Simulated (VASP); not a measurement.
Here is a VASP 6.6.1 calculation.

File INCAR:

```
PREC = Accurate
ENCUT = 520
EDIFF = 1E-7
ISMEAR = 0
SIGMA = 0.1
LREAL = False
LASPH = True
NELM = 60
ALGO = Normal
ISIF = 2
LWAVE = False
LCHARG = True
GGA = PS
LELF = True
LVHAR = True
NBANDS = 14
```

The input KPOINTS:

```
Automatic mesh
0
Gamma
  16 16 16
```

POSCAR

```
ZrH2
1.0
    0.0000000000      2.3870360378      2.3870360378
    2.3870360378      0.0000000000      2.3870360378
    2.3870360378      2.3870360378      0.0000000000
Zr H
1 2
Direct
    0.0000000000      0.0000000000      0.0000000000
    0.7500000000      0.7500000000      0.7500000000
    0.2500000000      0.2500000000      0.2500000000
```

Potentials or basis: VASP PAW PBE potentials, release 64 (Zr_sv, H).

Command:

```bash
$ cat potpaw_PBE.64/Zr_sv/POTCAR potpaw_PBE.64/H/POTCAR > POTCAR
$ mpirun -np 1 vasp_std > vasp.out
```

(1) Predict the pressure.

(2) What does it give for the band gap on the k mesh?

Results:

(1) -1.0 GPa.

(2) zero (bands 7 and 8 overlap by 0.76 eV).

Caveat: the cell differs from its parent crystal (strained); the PAW data sets were made with another functional, which shifts forces and pressure a little.
